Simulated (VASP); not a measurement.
Write the native input for VASP 6.6.1 that does the following.

```yaml
Task: single point
Functional: PBEsol
Potentials_or_basis: VASP PAW PBE potentials, release 64 (H, C, Cl)
Cutoff: 520 eV
k_mesh: 3 × 3 × 1
Occupations: gaussian, width 0.05 eV
Spin: no spin polarisation
Dipole_correction: no
Further_INCAR_settings: LREAL = Auto; ALGO = Normal; EDIFF = 1e-06; NBANDS = 60
```

The structure of H3C8Cl lies in POSCAR:

```
H3C8Cl
1.0
    5.0487420000      0.0000000000      0.0000000000
    2.5243710000      4.3723390000      0.0000000000
    0.0000000000      0.0000000000     15.7764260000
H C Cl
6 16 2
Direct
    0.1666667848      0.1666666285      0.0633857123
    0.6666667848      0.1666666285      0.0633857123
    0.1666666285      0.6666667429      0.0633857123
    0.6666666285      0.6666667429      0.0633857123
   -0.0005749118      0.5026074145      0.3655211263
    0.5068487531      0.4981923863      0.3652569980
    0.1666667848      0.1666666285      0.1331099959
    0.6666667848      0.1666666285      0.1331099959
    0.1666666285      0.6666667429      0.1331099959
    0.6666666285      0.6666667429      0.1331099959
   -0.1666666285      0.3333332571      0.1657717027
    0.3333333715      0.3333332571      0.1657717027
   -0.1666667848      0.8333333715      0.1657717027
    0.3333332152      0.8333333715      0.1657717027
   -0.1641257831      0.3357857202      0.2635733847
    0.3360365319      0.3340013206      0.2652469577
   -0.1649992406      0.8344865300      0.2658877873
    0.3394028304      0.8320784367      0.2645759566
    0.0061760498      0.0025878597      0.2946838530
    0.5042828894      0.0012501318      0.2908577646
    0.0020392952      0.5010448641      0.2955119239
    0.5049455781      0.4989674863      0.2952534370
    0.0476775257      0.0044543664      0.4061526356
    0.5489646789      0.0089206258      0.4437685696
```

One way to write it, as run:

INCAR

```
ALGO = Normal ; EDIFF = 1E-6
ENCUT = 520 ; GGA = PS
ISIF = 2 ; ISMEAR = 0
LASPH = True ; LCHARG = False
LREAL = Auto ; LWAVE = False
NBANDS = 60 ; NELM = 100
PREC = Accurate ; SIGMA = 0.05
```

KPOINTS

```
k-points
0
Gamma
  3 3 1
```

Potentials or basis: VASP PAW PBE potentials, release 64 (H, C, Cl).

Launch:

```bash
$ cat potpaw_PBE.64/H/POTCAR potpaw_PBE.64/C/POTCAR potpaw_PBE.64/Cl/POTCAR > POTCAR
$ mpirun -np 1 vasp_std > vasp.out
```

It gave:

- Largest force: 1.573 eV/Å
- Band gap on the k mesh: 0.09 eV, indirect (least direct gap 0.16 eV)

Caveat: the k points lie up to 0.48 Å⁻¹ apart; the PAW data sets were made with another functional, which shifts forces and pressure a little.

It took 2.4 min on 1 thread of Intel(R) Xeon(R) 6975P-C (Granite Rapids), with other jobs on the host, peak memory 0.45 GiB.
